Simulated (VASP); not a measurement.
# Mg7CuS8 (a cell with a defect) in VASP: further runs

Aim: see how the results for Mg7CuS8 (a cell with a defect) move with the level of theory and the settings. Levels: PBEsol, revPBE. Tasks: single point.

All numbers are computed with VASP 6.6.1; they aren't measurements. Logs are shortened: lines on timing, memory, paths and dates and some standing lists are left out, and cuts for length are marked.

### 1 The cell of the first run

The cell holds a defect, 16 atoms: a = 11.303 Å, b = 5.652 Å, c = 5.652 Å, α = 90.00°, β = 90.00°, γ = 90.00°.

### 2 Single point, PBEsol, collinear spin

The input, INCAR:

```
SYSTEM = Mg7CuS8
PREC = Accurate
ENCUT = 520
EDIFF = 1E-6
ISMEAR = -1
SIGMA = 0.05
LREAL = Auto
LASPH = .TRUE.
NELM = 150
ALGO = Normal
ISIF = 2
LWAVE = .FALSE.
LCHARG = .FALSE.
ISPIN = 2
MAGMOM = 0 0 0 0 0 0 0 0 0 0 0 0 0 0 0 1
LORBIT = 11
LMAXMIX = 4
GGA = PS
NBANDS = 54
```

The input, KPOINTS:

```
regular mesh
0
G
  1 1 1
  0 0 0
```

The input, POSCAR:

```
Mg7CuS8
1.0
   11.3030650000      0.0000000000      0.0000000000
    0.0000000000      5.6515330000      0.0000000000
    0.0000000000      0.0000000000      5.6515330000
Mg S Cu
7 8 1
Direct
    0.0112490000      0.0404860000      0.9885090000
    0.4997580000      0.9821630000      0.9912120000
    0.2439930000      0.5347990000      0.0168760000
    0.7416730000      0.4967160000      0.0158730000
    0.2472910000      0.9794280000      0.5320960000
    0.7408900000      0.9811640000      0.5055050000
    0.9914000000      0.4771800000      0.4861140000
    0.1316810000      0.2580360000      0.2642070000
    0.6262920000      0.2476250000      0.2432800000
    0.3743670000      0.7259500000      0.2521050000
    0.8825480000      0.7081770000      0.2620490000
    0.3857940000      0.2583150000      0.7412890000
    0.8851640000      0.2298290000      0.7376380000
    0.1354320000      0.7203250000      0.7498170000
    0.6181890000      0.7524450000      0.7656190000
    0.4918370000      0.4930010000      0.5054990000
```

Potentials or basis: VASP PAW PBE potentials, release 64 (Mg, S, Cu).

Launch:

```
$ cat potpaw_PBE.64/Mg/POTCAR potpaw_PBE.64/S/POTCAR potpaw_PBE.64/Cu/POTCAR > POTCAR
$ mpirun -np 1 vasp_gam > vasp.out
```

OUTCAR:

```text
SYSTEM = Mg7CuS8
   PREC = Accurate
   ENCUT = 520
   EDIFF = 1E-6
   ISMEAR = -1
   LREAL = Auto
   LASPH = .TRUE.
   NELM = 150
   ISIF = 2
   ISPIN = 2
   LORBIT = 11
   GGA = PS

 ion  position               nearest neighbor table
   1  0.011  0.040  0.989-  13 2.28   8 2.41  14 2.66  11 2.83
   2  0.500  0.982  0.991-  15 2.26  12 2.47  10 2.51   9 2.52
   3  0.244  0.535  0.017-  14 2.21  10 2.26   8 2.45  12 2.73
   4  0.742  0.497  0.016-   9 2.31  11 2.43  15 2.46  13 2.72
   5  0.247  0.979  0.532-  14 2.29  12 2.52   8 2.55  10 2.57
   6  0.741  0.981  0.506-  15 2.40   9 2.48  13 2.52  11 2.61
[... 8 lines left out ...]
  15  0.618  0.752  0.766-   2 2.26   6 2.40   4 2.46  16 2.52
  16  0.492  0.493  0.505-  12 2.23  10 2.36  15 2.52   9 2.54

  LATTYP: Found a simple tetragonal cell.
 ALAT       =     5.6515330000
 C/A-ratio  =     1.9999998231

  Lattice vectors:

 A1 = (   0.0000000000,   5.6515330000,   0.0000000000)
 A2 = (   0.0000000000,   0.0000000000,   5.6515330000)
 A3 = (  11.3030650000,   0.0000000000,   0.0000000000)

Analysis of symmetry for initial positions (statically):
=====================================================================
 Subroutine PRICEL returns:
 Original cell was already a primitive cell.

 Routine SETGRP: Setting up the symmetry group for a
 simple tetragonal supercell.

 Subroutine GETGRP returns: Found  1 space group operations
 (whereof  1 operations were pure point group operations)
 out of a pool of 16 trial point group operations.

The static configuration has the point symmetry C_1 .

Analysis of symmetry for dynamics (positions and initial velocities):
=====================================================================
 Subroutine PRICEL returns:
 Original cell was already a primitive cell.

 Routine SETGRP: Setting up the symmetry group for a
 simple tetragonal supercell.

 Subroutine GETGRP returns: Found  1 space group operations
 (whereof  1 operations were pure point group operations)
 out of a pool of 16 trial point group operations.

The dynamic configuration has the point symmetry C_1 .

Analysis of structural, dynamic, and magnetic symmetry:
=====================================================================
 Subroutine PRICEL returns:
 Original cell was already a primitive cell.

 Routine SETGRP: Setting up the symmetry group for a
 simple tetragonal supercell.

 Subroutine GETGRP returns: Found  1 space group operations
 (whereof  1 operations were pure point group operations)
 out of a pool of 16 trial point group operations.

The overall configuration has the point symmetry C_1 .

 Subroutine INISYM returns: Found  1 space group operations
 (whereof  1 operations are pure point group operations),
 and found     1 'primitive' translations

----------------------------------------------------------------------------------------

                                     Primitive cell

  volume of cell :     361.0179

  direct lattice vectors                    reciprocal lattice vectors
    11.303065000  0.000000000  0.000000000     0.088471578  0.000000000  0.000000000
     0.000000000  5.651533000  0.000000000     0.000000000  0.176943141  0.000000000
     0.000000000  0.000000000  5.651533000     0.000000000  0.000000000  0.176943141

  length of vectors
    11.303065000  5.651533000  5.651533000     0.088471578  0.176943141  0.176943141

  position of ions in fractional coordinates (direct lattice)
     0.011249000  0.040486000  0.988509000
     0.499758000  0.982163000  0.991212000
     0.243993000  0.534799000  0.016876000
     0.741673000  0.496716000  0.015873000
     0.247291000  0.979428000  0.532096000
     0.740890000  0.981164000  0.505505000
[... 8 lines left out ...]
     0.618189000  0.752445000  0.765619000
     0.491837000  0.493001000  0.505499000

  ion indices of the primitive-cell ions
   primitive index   ion index
                 1           1
                 2           2
                 3           3
                 4           4
                 5           5
                 6           6
[... 8 lines left out ...]
                15          15
                16          16

----------------------------------------------------------------------------------------

 KPOINTS: regular mesh

Automatic generation of k-mesh.
 Grid dimensions read from file:
 generate k-points for:    1    1    1

 Generating k-lattice:

  Cartesian coordinates                     Fractional coordinates (reciprocal lattice)
     0.088471578  0.000000000  0.000000000     1.000000000  0.000000000  0.000000000
     0.000000000  0.176943141  0.000000000     0.000000000  1.000000000  0.000000000
     0.000000000  0.000000000  0.176943141     0.000000000  0.000000000  1.000000000

  Length of vectors
     0.088471578  0.176943141  0.176943141

  Shift w.r.t. Gamma in fractional coordinates (k-lattice)
     0.000000000  0.000000000  0.000000000

 Subroutine IBZKPT returns following result:
 ===========================================

 Found      1 irreducible k-points:

 Following reciprocal coordinates:
            Coordinates               Weight
  0.000000  0.000000  0.000000      1.000000
   k-points           NKPTS =      1   k-points in BZ     NKDIM =      1   number of bands    NBANDS=     54
   number of dos      NEDOS =    301   number of ions     NIONS =     16
   total plane-waves  NPLWV = 148176
   dimension x,y,z NGX =    84 NGY =   42 NGZ =   42
   dimension x,y,z NGXF=   168 NGYF=   84 NGZF=   84
   ions per type =               7   8   1
   NGX,Y,Z   is equivalent  to a cutoff of  12.35, 12.35, 12.35 a.u.
   NGXF,Y,Z  is equivalent  to a cutoff of  24.71, 24.71, 24.71 a.u.
 SYSTEM =  Mg7CuS8
   PREC   = accura    normal or accurate (medium, high low for compatibility)
   ISTART =      0    job   : 0-new  1-cont  2-samecut
   ICHARG =      2    charge: 1-file 2-atom 10-const
   ISPIN  =      2    spin polarized calculation?
   LNONCOLLINEAR =      F non collinear calculations
   LSORBIT =      F    spin-orbit coupling
   LASPH  =      T    aspherical Exc in radial PAW
   ENCUT  =  520.0 eV  38.22 Ry    6.18 a.u.  21.02 10.51 10.51*2*pi/ulx,y,z
   NELM   =    150;   NELMIN=  2; NELMDL= -5     # of ELM steps
   EDIFF  = 0.1E-05   stopping-criterion for ELM
   LREAL  =      T    real-space projection
   EDIFFG = 0.1E-04   stopping-criterion for IOM
   NSW    =      0    number of steps for IOM
   IBRION =     -1    ionic relax: 0-MD 1-quasi-New 2-CG
   NFREE  =      0    steps in history (QN), initial steepest desc. (CG)
   ISIF   =      2    stress and relaxation
   ISYM   =      2    0-nonsym 1-usesym 2-fastsym
   POTIM  = 0.5000    time-step for ionic-motion
   TEBEG  =    0.0;   TEEND  =   0.0 temperature during run
   PSTRESS=    0.0 pullay stress
   NELECT =      73.0000    total number of electrons
   NUPDOWN=      -1.0000    fix difference up-down
   EMIN   =  10.00;   EMAX   =-10.00  energy-range for DOS
   EFERMI =   0.00;   METHOD = LEGACY
   ISMEAR =    -1;   SIGMA  =   0.05  broadening in eV -4-tet -1-fermi 0-gaus
   EFERMI_NEDOS =   21; number of points for ismear=-14 and -15
   IALGO  =     38    algorithm
   IMIX   =      4    mixing-type and parameters
     AMIX     =   0.40;   BMIX     =  1.00
     AMIX_MAG =   1.60;   BMIX_MAG =  1.00
  volume/ion in A,a.u.               =      22.56       152.27
  Fermi-wavevector in a.u.,A,eV,Ry     =   0.960888  1.815815 12.562343  0.923306
  Thomas-Fermi vector in A             =   2.090212
   LORBIT       =     11    0 simple, 1 ext, 2 COOP (PROOUT), +10 PAW based schemes
   GGA     = PS    functional components
   LHFCALC =     F    Hartree Fock is set to
   AEXX    =    0.0000 exact exchange contribution
   IVDW    =     0    specifies the selected vdW correction
   LEPSILON=     F    determine dielectric tensor
   LRPA    =     F    only Hartree local field effects (RPA)
 spin polarized calculation
  energy-cutoff  :      520.00
  volume of cell :      361.02
 maximum number of plane-waves:      4932
   NGX = 43   NGY = 21   NGZ = 21

 number of electron      72.9999987 magnetization       0.9581396

 Free energy of the ion-electron system (eV)
  ---------------------------------------------------
  ext. energy  EPLUGINS =         0.00000000
  ---------------------------------------------------
  free energy    TOTEN  =       -66.52019884 eV

  energy without entropy =      -66.43281622  energy(sigma->0) =      -66.47650753

 E-fermi :   1.8511     XC(G=0):  -8.6078

 val. band max:        1.8181728587   @ k =   0.0000   0.0000   0.0000
 cond. band min:       1.8613198767   @ k =   0.0000   0.0000   0.0000
 fundamental gap:      0.0431470180
 Fermi energy:         1.8511248338

 spin component 1

 k-point     1 :       0.0000    0.0000    0.0000
  band No.  band energies     occupation
      1     -10.2776      1.00000
      2      -9.8785      1.00000
      3      -9.7922      1.00000
      4      -9.4154      1.00000
      5      -9.3513      1.00000
      6      -9.3296      1.00000
[... 40 lines left out ...]
     47       6.7236      0.00000
     48       6.9282      0.00000
 Fermi energy:         1.8511248338

 spin component 2

 k-point     1 :       0.0000    0.0000    0.0000
  band No.  band energies     occupation
      1     -10.2105      1.00000
      2      -9.8235      1.00000
      3      -9.7243      1.00000
      4      -9.3542      1.00000
      5      -9.2992      1.00000
      6      -9.2185      1.00000
[... 40 lines left out ...]
     47       6.7552      0.00000
     48       6.9655      0.00000
 [bands above 48 left out]

------------------------ aborting loop because EDIFF is reached ----------------------------------------

  FORCE on cell =-STRESS in cart. coord.  units (eV):
  Direction    XX          YY          ZZ          XY          YZ          ZX
  --------------------------------------------------------------------------------------
  -------------------------------------------------------------------------------------
  Total       -8.0562721      7.8040798     10.1514910     -0.0593892     -4.3015831      2.3332071
  in kB      -35.7532847     34.6340693     45.0517492     -0.2635660    -19.0901851     10.3546424
  external PRESSURE =      14.6441779 kB  Pullay stress =       0.0000000 kB

 VOLUME and BASIS-vectors are now :
 -----------------------------------------------------------------------------
  energy-cutoff  :      520.00
  volume of cell :      361.02
      direct lattice vectors                 reciprocal lattice vectors
    11.303065000  0.000000000  0.000000000     0.088471578  0.000000000  0.000000000
     0.000000000  5.651533000  0.000000000     0.000000000  0.176943141  0.000000000
     0.000000000  0.000000000  5.651533000     0.000000000  0.000000000  0.176943141

 POSITION                                       TOTAL-FORCE (eV/Angst)
 -----------------------------------------------------------------------------------
      0.12715      0.22881      5.58659         0.389797     -1.447543      0.675269
      5.64880      5.55073      5.60187        -0.623502      0.943061      0.892086
      2.75787      3.02243      0.09538         0.554012     -1.862465      0.180212
      8.38318      2.80721      0.08971         0.701318      0.140066     -0.642798
      2.79515      5.53527      3.00716         0.822243      0.756448     -0.934812
      8.37433      5.54508      2.85688         0.552598      0.073585     -0.345286
[... 8 lines left out ...]
      6.98743      4.25247      4.32692         0.261047     -1.326831     -1.040397
      5.55927      2.78621      2.85684         0.370288      0.064808     -0.258934
 -----------------------------------------------------------------------------------
    total drift:                                0.003274      0.005646     -0.000217

  FREE ENERGIE OF THE ION-ELECTRON SYSTEM (eV)
  ---------------------------------------------------
  free  energy   TOTEN  =       -66.5201988376 eV

  energy  without entropy=      -66.4328162182  energy(sigma->0) =      -66.47650753

 total charge

# of ion       s       p       d       tot
------------------------------------------
    1        0.160   0.142   0.036   0.338
    2        0.170   0.156   0.042   0.368
    3        0.180   0.178   0.051   0.409
    4        0.163   0.149   0.039   0.351
    5        0.161   0.147   0.038   0.345
    6        0.154   0.136   0.034   0.325
[... 8 lines left out ...]
   15        1.301   2.489   0.000   3.790
   16        0.350   0.320   9.142   9.812
--------------------------------------------------
tot         11.916  21.310   9.436  42.662

 magnetization (x)

# of ion       s       p       d       tot
------------------------------------------
    1       -0.000  -0.000   0.000  -0.000
    2       -0.001   0.001   0.003   0.002
    3       -0.000  -0.000   0.001   0.001
    4       -0.000   0.000   0.001   0.001
    5       -0.001   0.000   0.001   0.001
    6       -0.000   0.001   0.001   0.001
[... 8 lines left out ...]
   15        0.002   0.055   0.000   0.057
   16       -0.001   0.012   0.310   0.321
--------------------------------------------------
tot          0.007   0.386   0.317   0.711
```

It took 3.4 min on 1 thread of Oxide Virtual Turin-like, shared host; peak memory 0.43 GiB.

Results:

| Item | Value |
| --- | --- |
| Free energy | -66.5202 eV |
| Pressure | 1.5 GPa |
| Largest force | 2.593 eV/Å |
| Net moment | 0.96 μB per cell |
| Site moments | Mg -0.00, +0.00 (each value once); S +0.01, +0.08, +0.09, +0.11, +0.06 (each value once); Cu +0.32 μB |
| Valence electrons inside the program's atomic spheres | Mg 0.34, 0.37, 0.41, 0.35, 0.33, 0.42 (each value once); S 3.81, 3.76, 3.77, 3.80, 3.73, 3.82, 3.83, 3.79; Cu 9.81 |

Forces in eV/Å, atoms in the order of the input:
```
Mg   0.390 -1.448  0.675
Mg  -0.624  0.943  0.892
Mg   0.554 -1.862  0.180
Mg   0.701  0.140 -0.643
Mg   0.822  0.756 -0.935
Mg   0.553  0.074 -0.345
Mg   1.242 -0.271  1.039
S    0.267 -0.549 -0.215
S   -0.793 -0.373  0.836
S    0.895  0.648  1.220
S   -1.172  2.015 -1.135
S   -0.427  0.061  0.130
S   -1.298  0.316  0.062
S   -1.742  0.812 -0.462
S    0.261 -1.327 -1.040
Cu   0.370  0.065 -0.259
```

Levels at points of the mesh, in eV from the Fermi level:
Spin up:
| k point | band 33 | band 34 | band 35 | band 36 | band 37 | band 38 | band 39 | band 40 | band 41 | band 42 |
| --- | --- | --- | --- | --- | --- | --- | --- | --- | --- | --- |
| (0.00, 0.00, 0.00) | -1.04 | -0.94 | -0.30 | -0.25 | -0.22 | 2.45 | 2.98 | 3.12 | 3.22 | 4.16 |
Spin down:
```
           k point  band 33  band 34  band 35  band 36  band 37  band 38  band 39  band 40
(0.00, 0.00, 0.00)    -0.99    -0.89    -0.12    -0.03     0.01     2.48     3.00     3.14
```

Caveat: the k points lie up to 1.11 Å⁻¹ apart, too coarse for converged energies, forces and pressures; a moment this small can come from the mesh or the smearing; the PAW data sets were made with another functional, which shifts forces and pressure a little.

### 3 Single point, PBEsol, collinear spin

The input, INCAR:

```
SYSTEM = Mg7CuS8
PREC = Accurate ; ENCUT = 520
EDIFF = 1E-6 ; ISMEAR = -1
SIGMA = 0.05 ; LREAL = Auto
LASPH = .True. ; NELM = 150
ALGO = Normal ; ISIF = 2
LWAVE = .False. ; LCHARG = .True.
ISPIN = 2 ; MAGMOM = 0 0 0 0 0 0 0 0 0 0 0 0 0 0 0 1
LORBIT = 11 ; LMAXMIX = 4
GGA = PS ; LELF = .True.
LVHAR = .True. ; ISYM = 0
NBANDS = 54
```

The input, KPOINTS:

```
Automatic mesh
0
Gamma
  1 1 1
  0.25 0.25 0.25
```

POSCAR is that of step 2.

Potentials or basis: VASP PAW PBE potentials, release 64 (Mg, S, Cu).

Launch:

```
$ cat potpaw_PBE.64/Mg/POTCAR potpaw_PBE.64/S/POTCAR potpaw_PBE.64/Cu/POTCAR > POTCAR
$ mpirun -np 1 vasp_std > vasp.out
```

Wall time 11 min (1 thread of Oxide Virtual Turin-like, shared host); peak memory 0.5 GiB.

It converged, with:

- Free energy: -68.8239 eV
- Pressure: 0.4 GPa
- Largest force: 2.721 eV/Å
- Band gap on the k mesh: 0.09 eV
- Net moment: 0.95 μB per cell
- Site moments: Mg +0.00; S +0.01, +0.08, +0.09, +0.00, +0.12, +0.05 (each value once); Cu +0.36 μB
- Valence electrons inside the program's atomic spheres: Mg 0.34, 0.37, 0.41, 0.35, 0.33, 0.42 (each value once); S 3.79, 3.75, 3.71, 3.80, 3.82, 3.78 (each value once); Cu 9.81

Forces in eV/Å, atoms in the order of the input:
```
Mg   0.359 -1.434  0.660
Mg  -0.673  0.909  0.910
Mg   0.565 -1.841  0.199
Mg   0.796  0.168 -0.700
Mg   0.823  0.766 -0.924
Mg   0.614  0.053 -0.320
Mg   1.264 -0.260  1.048
S    0.397 -0.630 -0.180
S   -0.885 -0.414  0.926
S    1.052  0.789  1.169
S   -1.186  2.107 -1.248
S   -0.498 -0.028  0.147
S   -1.510  0.201  0.166
S   -1.918  0.822 -0.495
S    0.438 -1.309 -1.085
Cu   0.362  0.101 -0.272
```

Stress tensor (GPa, compression positive):
```
 0.74 -0.08  1.13
-0.08 -0.22 -2.07
 1.13 -2.07  0.70
```

Levels at points of the mesh, in eV from the valence-band top:
Spin up:
```
           k point  band 34  band 35  band 36  band 37  band 38  band 39  band 40  band 41
(0.25, 0.25, 0.25)    -0.75    -0.52    -0.21    -0.18     4.03     4.12     4.27     4.39
```
Spin down:
```tsv
k point	band 32	band 33	band 34	band 35	band 36	band 37	band 38	band 39	band 40	band 41
(0.25, 0.25, 0.25)	-0.84	-0.75	-0.68	-0.33	-0.01	0.14	4.05	4.14	4.29	4.42
```

Caveat: the k points lie up to 0.56 Å⁻¹ apart; a moment this small can come from the mesh or the smearing; semilocal functionals underestimate gaps, and a narrow one can read as zero; the PAW data sets were made with another functional, which shifts forces and pressure a little.

[end of part 1 of 2]

The gap in the log of VASP goes by the Fermi energy; the results here count the filled bands.